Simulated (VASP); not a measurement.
A run of VASP 6.6.1 is set up as follows.

Contents of INCAR:

```
SYSTEM = Be27N2
PREC = Accurate
ENCUT = 1000
EDIFF = 1E-6
ISMEAR = 0
SIGMA = 0.15
LREAL = Auto
LASPH = .TRUE.
NELM = 120
ALGO = Normal
ISIF = 2
LWAVE = .FALSE.
LCHARG = .FALSE.
GGA = PE
IVDW = 12
NBANDS = 52
GGA_COMPAT = .FALSE.
NELMDL = -8
```

The input KPOINTS:

```
Automatic mesh
0
G
  4 4 1
  0 0 0
```

POSCAR

```
Be27N2
1.0
    6.8700000000      0.0000000000      0.0000000000
    3.4350000000      5.9495950000      0.0000000000
    0.0000000000      0.0000000000     14.5884300000
Be N
27 2
Direct
    0.0000000000      0.0000000000      0.0685474722
    0.3333333333      0.0000000000      0.0685474722
    0.6666666667      0.0000000000      0.0685474722
    0.0000000280      0.3333332773      0.0685474722
    0.3333333613      0.3333332773      0.0685474722
    0.6666666947      0.3333332773      0.0685474722
   -0.0000000280      0.6666667227      0.0685474722
    0.3333333053      0.6666667227      0.0685474722
    0.6666666387      0.6666667227      0.0685474722
   -0.1111487479      0.2224040460      0.1933926406
    0.2221149280      0.2221803333      0.1933594636
    0.5557341648      0.2219974637      0.1934203338
   -0.1109321114      0.5554709186      0.1933106578
    0.2221893915      0.5557909404      0.1934958731
    0.5552975360      0.5555976499      0.1934073783
   -0.1113344321      0.8888120956      0.1933875681
    0.2225032017      0.8885979634      0.1933552137
    0.5555662296      0.8890966528      0.1934338376
    0.0000441022     -0.0001292525      0.3180437511
    0.3333203552     -0.0000279011      0.3182381517
    0.6667003828     -0.0000057147      0.3184152784
    0.0000076958      0.3334600086      0.3179318816
    0.3333382390      0.3332539442      0.3183658557
    0.6666247343      0.3333327731      0.3182366437
   -0.0001021712      0.6666791605      0.3183555050
    0.3333331576      0.6667482408      0.3183950569
    0.6667267081      0.6666272242      0.3182097731
    0.8529415857      0.2819971780      0.5728679508
    1.0185032407      0.2711789626      0.5714568326
```

Potentials or basis: VASP PAW PBE potentials, release 64 (Be, N_h).

The run is started by

```console
$ cat potpaw_PBE.64/Be/POTCAR potpaw_PBE.64/N_h/POTCAR > POTCAR
$ mpirun -np 1 vasp_std > vasp.out
```

Question: Estimate the band gap on the k mesh.

Answer: Zero (bands 32 and 33 overlap by 0.85 eV).

Question: What does it give for the largest force?

Answer: 0.069 eV/Å.

Question: What does it give for the dispersion energy per atom?

Answer: -0.209 eV.

Forces in eV/Å, atoms in the order of the input:
```
Be  -0.001 -0.002  0.001
Be   0.004 -0.003  0.001
Be  -0.003 -0.002  0.002
Be  -0.001 -0.001  0.001
Be   0.003  0.003  0.003
Be  -0.002  0.001  0.002
Be   0.004  0.002  0.001
Be  -0.003 -0.003  0.001
Be  -0.001  0.005  0.001
Be   0.000 -0.001 -0.001
Be   0.000 -0.001  0.000
Be   0.000  0.000  0.000
Be   0.001  0.000 -0.002
Be   0.000 -0.001  0.002
Be  -0.001  0.000 -0.001
Be  -0.001 -0.001 -0.001
Be   0.000  0.000  0.000
Be  -0.001  0.000  0.001
Be   0.000  0.002 -0.006
Be  -0.001  0.001  0.003
Be   0.002  0.000  0.003
Be   0.000 -0.002 -0.009
Be   0.000  0.002  0.002
Be   0.001  0.000 -0.001
Be   0.001  0.001  0.002
Be   0.000 -0.001  0.003
Be  -0.001  0.001 -0.001
N   -0.068  0.005 -0.003
N    0.067 -0.005 -0.005
```

Caveat: there is no dipole correction, which matters where the two faces differ.
